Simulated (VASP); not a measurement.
**YbGe2: relaxation of shape and atoms at fixed volume with PBEsol**

The system is YbGe2.

```
Yb Ge
1.0
     4.24913    0.00000    0.00000
    -2.12457    3.67986    0.00000
     0.00000    0.00000    3.82720
Yb Ge
1 2
Direct
  0.00000 0.00000 0.00000
  0.33333 0.66667 0.50000
  0.66667 0.33333 0.50000
```

* Program: VASP 6.6.1
* Task: relaxation of shape and atoms at fixed volume
* Functional: PBEsol
* Potentials or basis: VASP PAW PBE potentials, release 64 (Yb, Ge_d)
* Cutoff: 600 eV
* k mesh: 10 × 10 × 8
* Occupations: gaussian, width 0.05 eV
* Spin: no spin polarisation
* Dipole correction: no
* Further INCAR settings: ALGO = Normal; EDIFF = 1e-07; IBRION = 2; EDIFFG = -0.01; NSW = 60; ISIF = 4

```
Energy gained by relaxing : 0.1 meV/atom
Ionic steps               : 3
Pressure after relaxing   : 2.3 GPa
Band gap on the k mesh    : zero (bands 26 and 27 overlap by 0.70 eV)
```

Step by step:
| step | energy change (eV) | largest force (eV/Å) | pressure (GPa) | volume (Å³) |
| --- | --- | --- | --- | --- |
| 1 | 0.0000 | 0.0000 | 2.44 | 59.84 |
| 2 | -0.0002 | 0.0000 | 2.25 | 59.84 |
| 3 | -0.0002 | 0.0000 | 2.32 | 59.84 |

Final structure:
```xyz
3
Lattice="4.2555 0.0000 0.0000 -2.1277 3.6853 0.0000 0.0000 0.0000 3.8158" Properties=species:S:1:pos:R:3 pbc="T T T"
Yb    0.0000    0.0000    0.0000
Ge    0.0000    2.4569    1.9079
Ge    2.1277    1.2284    1.9079
```

Levels at points of the mesh, in eV from the Fermi level:
| k point | band 24 | band 25 | band 26 | band 27 | band 28 | band 29 |
| --- | --- | --- | --- | --- | --- | --- |
| (0.00, 0.00, 0.00) | -0.41 | -0.32 | -0.12 | 0.04 | 1.93 | 1.93 |
| (0.50, 0.00, 0.00) | -0.45 | -0.44 | -0.37 | 2.33 | 3.12 | 3.63 |
| (0.00, 0.00, 0.50) | -0.41 | -0.24 | -0.24 | -0.22 | -0.22 | 2.01 |
| (0.50, 0.00, 0.50) | -0.47 | -0.45 | -0.43 | 0.10 | 3.65 | 5.01 |

Run time: 8.3 min on 1 thread of Intel(R) Xeon(R) 6975P-C (Granite Rapids), on a shared host, peak memory 0.32 GiB.

Caveat: the PAW data sets were made with another functional, which shifts forces and pressure a little; spin-orbit coupling is left out, which moves the levels of the heavy elements. Spin polarisation is off, so any magnetic state and its effect on volume and gap are missing.
